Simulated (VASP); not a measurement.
# KTaO3 (P-62m) in VASP: further runs

The runs below take KTaO3 through relaxation of cell and atoms, single point, with PBE.

Program: VASP 6.6.1. These are calculated values, not measurements. Logs are shortened: lines on timing, memory, paths and dates and some standing lists are left out, and cuts for length are marked.

## 1. The cell of the first run

Symmetry: P-62m, No. 189, hexagonal system. Conventional cell: a = 4.536 Å, b = 4.536 Å, c = 5.552 Å, α = 90.00°, β = 90.00°, γ = 120.00°. Within 2.8 Å of K (site symmetry -62m) lie 6 O at 2.08 to 2.45 Å and 2 Ta at 2.78 Å. Ta (site symmetry -62m) has 2 K at 2.78 Å and 12 O at 3.47 to 3.71 Å within 3.8 Å. Within 2.8 Å of O (site symmetry m2m) lie 2 K at 2.08 to 2.45 Å and 4 O at 2.29 Å.

The cell was built from a structure type or drawn by symmetry, and may not be a known phase.

## 2. Relaxation of cell and atoms, PBE, collinear spin

INCAR

```
PREC = Accurate
ENCUT = 600
EDIFF = 1E-6
ISMEAR = 0
SIGMA = 0.1
LREAL = False
LASPH = True
NELM = 150
ALGO = Normal
ISIF = 3
LWAVE = False
LCHARG = False
ISPIN = 2
MAGMOM = 0 1 0 0 0
LORBIT = 11
LMAXMIX = 4
GGA = PE
IBRION = 2
NSW = 90
EDIFFG = -0.04
```

KPOINTS

```
regular mesh
0
Gamma
  6 6 4
```

POSCAR

```
KTaO3
1.0
    4.5362477600      0.0000000000      0.0000000000
   -2.2681238800      3.9285057900      0.0000000000
    0.0000000000      0.0000000000      5.5517300900
K Ta O
1 1 3
Direct
    0.0000000000      0.0000000000      0.0000000000
    0.0000000000      0.0000000000      0.5000000000
    0.4588575900      0.0000000000      0.0000000000
    0.0000000000      0.4588575900      0.0000000000
    0.5411424100      0.5411424100      0.0000000000
```

Potentials or basis: VASP PAW PBE potentials, release 64 (K_sv, Ta_pv, O).

The run is started by

```console
> cat potpaw_PBE.64/K_sv/POTCAR potpaw_PBE.64/Ta_pv/POTCAR potpaw_PBE.64/O/POTCAR > POTCAR
> mpirun -np 1 vasp_std > vasp.out
```

OUTCAR:

```text
PREC = Accurate
   ENCUT = 600
   EDIFF = 1E-6
   ISMEAR = 0
   LREAL = False
   LASPH = True
   NELM = 150
   ISIF = 3
   ISPIN = 2
   LORBIT = 11
   GGA = PE
   IBRION = 2
   NSW = 90
   EDIFFG = -0.04

 ion  position               nearest neighbor table
   1  0.000  0.000  0.000-   4 2.08   5 2.08   3 2.08   5 2.45   4 2.45   3 2.45   2 2.78   2 2.78

   2  0.000  0.000  0.500-   1 2.78   1 2.78
   3  0.459  0.000  0.000-   1 2.08   1 2.45
   4  0.000  0.459  0.000-   1 2.08   1 2.45
   5  0.541  0.541  0.000-   1 2.08   1 2.45

  LATTYP: Found a hexagonal cell.
 ALAT       =     4.5362477600
 C/A-ratio  =     1.2238595385

  Lattice vectors:

 A1 = (   4.5362477600,   0.0000000000,   0.0000000000)
 A2 = (  -2.2681238800,   3.9285057900,   0.0000000000)
 A3 = (   0.0000000000,   0.0000000000,   5.5517300900)

Analysis of symmetry for initial positions (statically):
=====================================================================
 Subroutine PRICEL returns:
 Original cell was already a primitive cell.

 Routine SETGRP: Setting up the symmetry group for a
 hexagonal supercell.

 Subroutine GETGRP returns: Found 12 space group operations
 (whereof 12 operations were pure point group operations)
 out of a pool of 24 trial point group operations.

The static configuration has the point symmetry D_3h.

Analysis of symmetry for dynamics (positions and initial velocities):
=====================================================================
 Subroutine PRICEL returns:
 Original cell was already a primitive cell.

 Routine SETGRP: Setting up the symmetry group for a
 hexagonal supercell.

 Subroutine GETGRP returns: Found 12 space group operations
 (whereof 12 operations were pure point group operations)
 out of a pool of 24 trial point group operations.

The dynamic configuration has the point symmetry D_3h.

Analysis of structural, dynamic, and magnetic symmetry:
=====================================================================
 Subroutine PRICEL returns:
 Original cell was already a primitive cell.

 Routine SETGRP: Setting up the symmetry group for a
 hexagonal supercell.

 Subroutine GETGRP returns: Found 12 space group operations
 (whereof 12 operations were pure point group operations)
 out of a pool of 24 trial point group operations.

The overall configuration has the point symmetry D_3h.

 Subroutine INISYM returns: Found 12 space group operations
 (whereof 12 operations are pure point group operations),
 and found     1 'primitive' translations

[... 129 lines left out ...]
 Gauss-broadening in eV      SIGMA  =   0.10
  energy-cutoff  :      600.00
  volume of cell :       98.94
 maximum number of plane-waves:      3360
   NGX = 19   NGY = 19   NGZ = 23

--------------------------------------- Ionic step        1  -------------------------------------------

 number of electron      38.0000014 magnetization       0.0002574

 number of electron      38.0000014 magnetization      -0.0003836

 Free energy of the ion-electron system (eV)
  ---------------------------------------------------
  ext. energy  EPLUGINS =         0.00000000
  ---------------------------------------------------
  free energy    TOTEN  =       -14.73662460 eV

  energy without entropy =      -14.65535110  energy(sigma->0) =      -14.69598785

------------------------ aborting loop because EDIFF is reached ----------------------------------------

  FORCE on cell =-STRESS in cart. coord.  units (eV):
  Direction    XX          YY          ZZ          XY          YZ          ZX
  --------------------------------------------------------------------------------------
  -------------------------------------------------------------------------------------
  Total        4.8905037      4.8905037     -1.1196625      0.0000000      0.0000000     -0.0000000
  in kB       79.1975354     79.1975351    -18.1319797      0.0000000      0.0000000     -0.0000000
  external PRESSURE =      46.7543636 kB  Pullay stress =       0.0000000 kB
[... 102 lines left out ...]
  FREE ENERGIE OF THE ION-ELECTRON SYSTEM (eV)
  ---------------------------------------------------
  free  energy   TOTEN  =       -15.5283230534 eV

  energy  without entropy=      -15.4457269170  energy(sigma->0) =      -15.48702499

 E-fermi :  -0.0257     XC(G=0):  -8.9125

 val. band max:       -0.0274334434   @ k =   0.1667  -0.0000   0.2500
 cond. band min:      -0.0253976117   @ k =   0.3333   0.3333   0.2500
 fundamental gap:      0.0020358317
 Fermi energy:        -0.0256893319

 spin component 1

 k-point     1 :       0.0000    0.0000    0.0000
  band No.  band energies     occupation
      1     -36.5203      1.00000
      2     -36.3694      1.00000
      3     -36.3694      1.00000
      4     -27.9023      1.00000
      5     -17.3396      1.00000
      6     -15.5162      1.00000
[... 1126 lines left out ...]
     23       0.4834      0.00000
     24       0.5978      0.00000

[... ionic steps 4 to 8 ...]

--------------------------------------- Ionic step        9  -------------------------------------------

 number of electron      37.9999995 magnetization       0.0195390

 number of electron      37.9999995 magnetization      -0.0004208
[... 79 lines left out ...]
 number of electron      37.9999986 magnetization      -0.0007621

 number of electron      37.9999986 magnetization       0.0011271

 Free energy of the ion-electron system (eV)
  ---------------------------------------------------
  ext. energy  EPLUGINS =         0.00000000
  ---------------------------------------------------
  free energy    TOTEN  =       -15.68468184 eV

  energy without entropy =      -15.63258961  energy(sigma->0) =      -15.65863572

 E-fermi :   0.4100     XC(G=0):  -9.1824

 val. band max:        0.4067644391   @ k =   0.1667  -0.0000   0.5000
 cond. band min:       0.4198038455   @ k =   0.3333   0.0000   0.2500
 fundamental gap:      0.0130394064
 Fermi energy:         0.4100038567

 spin component 1

 k-point     1 :       0.0000    0.0000    0.0000
  band No.  band energies     occupation
      1     -36.0503      1.00000
      2     -35.8954      1.00000
      3     -35.8954      1.00000
      4     -28.2235      1.00000
      5     -17.0165      1.00000
      6     -15.2359      1.00000
[... 1158 lines left out ...]
  FREE ENERGIE OF THE ION-ELECTRON SYSTEM (eV)
  ---------------------------------------------------
  free  energy   TOTEN  =       -15.6846818367 eV

  energy  without entropy=      -15.6325896126  energy(sigma->0) =      -15.65863572

 reached required accuracy - stopping structural energy minimisation

 total charge

# of ion       s       p       d       tot
------------------------------------------
    1        2.000   5.599   0.254   7.853
    2        0.294   5.953   2.164   8.411
    3        1.621   3.075   0.000   4.696
    4        1.621   3.075   0.000   4.696
    5        1.621   3.075   0.000   4.696
--------------------------------------------------
tot          7.157  20.777   2.418  30.352

 magnetization (x)

# of ion       s       p       d       tot
------------------------------------------
    1        0.000  -0.000   0.000   0.000
    2        0.000  -0.000  -0.000  -0.000
    3        0.000   0.000   0.000   0.000
    4        0.000   0.000   0.000   0.000
    5        0.000   0.000   0.000   0.000
--------------------------------------------------
tot          0.000   0.001  -0.000   0.001
```

OSZICAR:

```text
N       E                     dE             d eps       ncg     rms          rms(c)
DAV:   1     0.351007081163E+03    0.35101E+03   -0.21416E+04  2016   0.165E+03
DAV:   2    -0.316760540294E+01   -0.35417E+03   -0.34108E+03  2480   0.408E+02
DAV:   3    -0.356774086087E+02   -0.32510E+02   -0.31567E+02  2584   0.110E+02
[... 210 lines left out ...]
DAV:  10    -0.156846875506E+02   -0.18028E-05   -0.62847E-06  1504   0.686E-03    0.519E-03
DAV:  11    -0.156846891218E+02   -0.15712E-05   -0.42002E-06  1168   0.517E-03    0.553E-03
DAV:  12    -0.156846863510E+02    0.27708E-05   -0.13865E-05  1944   0.795E-03    0.501E-03
DAV:  13    -0.156846826329E+02    0.37181E-05   -0.63914E-05  2112   0.168E-02    0.295E-03
DAV:  14    -0.156846818354E+02    0.79746E-06   -0.28366E-05  2368   0.115E-02    0.959E-04
DAV:  15    -0.156846818367E+02   -0.12406E-08   -0.25940E-07  1112   0.244E-03
  11 F= -.15684682E+02 E0= -.15658636E+02  d E =-.602182E-02  mag=     0.0013
```

CONTCAR:

```text
KTaO3
   1.00000000000000
     4.6789885523653121    0.0000000000000000    0.0000000000000000
    -2.3394942761826560    4.0521229416688413   -0.0000000000000000
    -0.0000000000000000   -0.0000000000000000    4.9727559064402529
  K               Ta              O
     1     1     3
Direct
     0.0000000000000000    0.0000000000000000    0.0000000000000000
     0.0000000000000000    0.0000000000000000    0.5000000000000000
     0.5007662292765338    0.0000000000000000    0.0000000000000000
     0.0000000000001554    0.5007662292768446    0.0000000000000000
     0.4992337707233109    0.4992337707231553    0.0000000000000000

  0.00000000E+00  0.00000000E+00  0.00000000E+00
  0.00000000E+00  0.00000000E+00  0.00000000E+00
  0.00000000E+00  0.00000000E+00  0.00000000E+00
  0.00000000E+00  0.00000000E+00  0.00000000E+00
  0.00000000E+00  0.00000000E+00  0.00000000E+00
```

Wall time 18 min (1 thread of AMD EPYC 9R45 (Zen 5), shared host); peak memory 0.34 GiB.

What came out:

* Free energy: -15.6847 eV
* Relaxed volume: 18.86 Å³/atom
* Relaxed cell: a = 4.679 Å, b = 4.679 Å, c = 4.973 Å, α = 90.00°, β = 90.00°, γ = 120.00°
* Space group after relaxing (to 0.1 Å): P6/mmm (No. 191)
* Energy gained by relaxing: 189.6 meV/atom
* Ionic steps: 11
* Pressure after relaxing: -0.1 GPa
* Largest force after relaxing: 0.038 eV/Å
* Band gap on the k mesh: zero (filled and empty bands overlap)
* Net moment: 0.00 μB per cell
* Valence electrons inside the program's atomic spheres: K 7.85; Ta 8.41; O 4.70

Forces on the atoms (eV/Å):
```
K    0.000  0.000  0.000
Ta   0.000  0.000  0.000
O   -0.038  0.000  0.000
O    0.019 -0.033  0.000
O    0.019  0.033  0.000
```

Stress tensor (GPa, compression positive):
```
-0.24  0.00  0.00
 0.00 -0.24  0.00
 0.00  0.00  0.05
```

The path:
```
step  energy change (eV)  largest force (eV/Å)  pressure (GPa)  volume (Å³)
   1              0.0000                2.7760            4.68        98.94
   2             -0.7866                0.5459           -1.93       107.32
   3             -0.7917                0.4196           -2.26       108.04
   4             -0.8654                0.1719           -1.26       103.74
   5             -0.8820                0.0456           -0.30       100.77
   6             -0.8992                0.0797           -0.30        99.35
   7             -0.9394                0.1762            0.09        95.08
   8             -0.9404                0.2179            0.55        92.95
   9             -0.9420                0.1988            0.30        93.96
  10             -0.9475                0.0091           -0.27        94.39
  11             -0.9481                0.0382           -0.14        94.28
```

Final structure:
```
K Ta O
1.0
     4.67899    0.00000    0.00000
    -2.33949    4.05212    0.00000
     0.00000    0.00000    4.97276
K Ta O
1 1 3
Direct
  0.00000 0.00000 0.00000
  0.00000 0.00000 0.50000
  0.50077 0.00000 0.00000
  0.00000 0.50077 0.00000
  0.49923 0.49923 0.00000
```

Caveat: spin-orbit coupling is left out, which moves the levels of the heavy elements.

## 3. Single point, PBE

INCAR

```
SYSTEM = KTaO3
ALGO     = Normal         ! electronic algorithm
EDIFF    = 1E-6           ! SCF threshold, eV
ENCUT    = 520            ! plane-wave cutoff, eV
GGA      = PE             ! functional
ISIF     = 2              ! what is computed and relaxed
ISMEAR   = 0              ! smearing method
LASPH    = .TRUE.         ! aspherical terms in the spheres
LCHARG   = .FALSE.        ! write CHGCAR
LREAL    = .FALSE.        ! projectors in reciprocal space
LWAVE    = .FALSE.        ! write WAVECAR
NBANDS   = 27             ! bands
NELM     = 80             ! most SCF steps
PREC     = Accurate       ! precision mode
SIGMA    = 0.1            ! smearing width, eV
```

KPOINTS

```
k-points
0
G
  6 6 4
  0 0 0
```

POSCAR is that of step 2.

Potentials or basis: VASP PAW PBE potentials, release 64 (K_sv, Ta_pv, O).

The run is started by

```console
> cat potpaw_PBE.64/K_sv/POTCAR potpaw_PBE.64/Ta_pv/POTCAR potpaw_PBE.64/O/POTCAR > POTCAR
> mpirun -np 1 vasp_std > vasp.out
```

It took 2.3 min on 1 thread of Intel Xeon 8259CL, shared host; peak memory 0.25 GiB.

The run converged. Its results:

```
Free energy            : -14.7351 eV
Pressure               : 4.7 GPa
Largest force          : 2.777 eV/Å
Band gap on the k mesh : zero (bands 19 and 20 overlap by 0.49 eV)
```

Forces in eV/Å, atoms in the order of the input:
```
K    0.000  0.000  0.000
Ta   0.000  0.000  0.000
O    2.777  0.000  0.000
O   -1.388  2.405  0.000
O   -1.388 -2.405  0.000
```

Stress tensor (GPa, compression positive):
```
 7.92  0.00  0.00
 0.00  7.92  0.00
 0.00  0.00 -1.75
```

Levels at points of the mesh, in eV from the Fermi level:
```
           k point  band 16  band 17  band 18  band 19  band 20  band 21  band 22  band 23
(0.00, 0.00, 0.00)    -0.89    -0.89    -0.58    -0.02    -0.02     0.08     0.08     0.27
(0.50, 0.00, 0.00)    -1.13    -0.91    -0.79    -0.51    -0.22     0.39     0.42     0.61
(0.00, 0.00, 0.50)    -1.03    -0.80     0.25     0.27     0.27     0.28     0.28     1.16
(0.50, 0.00, 0.50)    -0.95    -0.79    -0.28    -0.14    -0.09     0.23     0.58     0.65
```

Caveat: the cell stands under pressure; spin-orbit coupling is left out, which moves the levels of the heavy elements; forces of over 1 eV/Å act on the atoms, so gaps and moduli don't describe the material at rest.
